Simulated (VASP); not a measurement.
Write the native input for VASP 6.6.1 that does the following.

| Quantity | Value |
| --- | --- |
| Task | single point |
| Functional | PBEsol |
| Potentials or basis | VASP PAW PBE potentials, release 64 (Zr_sv, B) |
| Cutoff | 520 eV |
| k mesh | 20 × 20 × 20 |
| Occupations | gaussian, width 0.15 eV |
| Spin | no spin polarisation |
| Dipole correction | no |
| Further INCAR settings | ALGO = Normal; EDIFF = 1e-07; NBANDS = 14 |

The structure of ZrB lies in POSCAR:

```
ZrB
1.0
   -0.5038604225      2.1023141766      2.1023141766
    2.1023141766     -0.5038604225      2.1023141766
    2.1023141766      2.1023141766     -0.5038604225
Zr B
1 1
Direct
    0.0000000000      0.0000000000      0.0000000000
    0.5000000000      0.5000000000      0.5000000000
```

This cell differs from its parent crystal: ratio of the length along [111] to the lengths across it x 0.71, volume and fractional coordinates fixed.

One way to write it, as run:

INCAR

```
SYSTEM = ZrB
PREC = Accurate ; ENCUT = 520
EDIFF = 1E-7 ; ISMEAR = 0
SIGMA = 0.15 ; LREAL = .False.
LASPH = .True. ; NELM = 100
ALGO = Normal ; ISIF = 2
LWAVE = .False. ; LCHARG = .False.
GGA = PS ; NBANDS = 14
```

KPOINTS

```
Automatic mesh
0
Gamma
  20 20 20
  0 0 0
```

Potentials or basis: VASP PAW PBE potentials, release 64 (Zr_sv, B).

Launch:

```sh
$ cat potpaw_PBE.64/Zr_sv/POTCAR potpaw_PBE.64/B/POTCAR > POTCAR
$ mpirun -np 1 vasp_std > vasp.out
```

Results of the run:

The pressure is 25.2 GPa. The band gap on the k mesh is zero (an odd number of electrons rules out a gap without spin polarisation).

Caveat: the cell stands under pressure; the PAW data sets were made with another functional, which shifts forces and pressure a little.

It took 120 s on 1 thread of AMD EPYC 9R45 (Zen 5), on a shared host, peak memory 0.34 GiB.
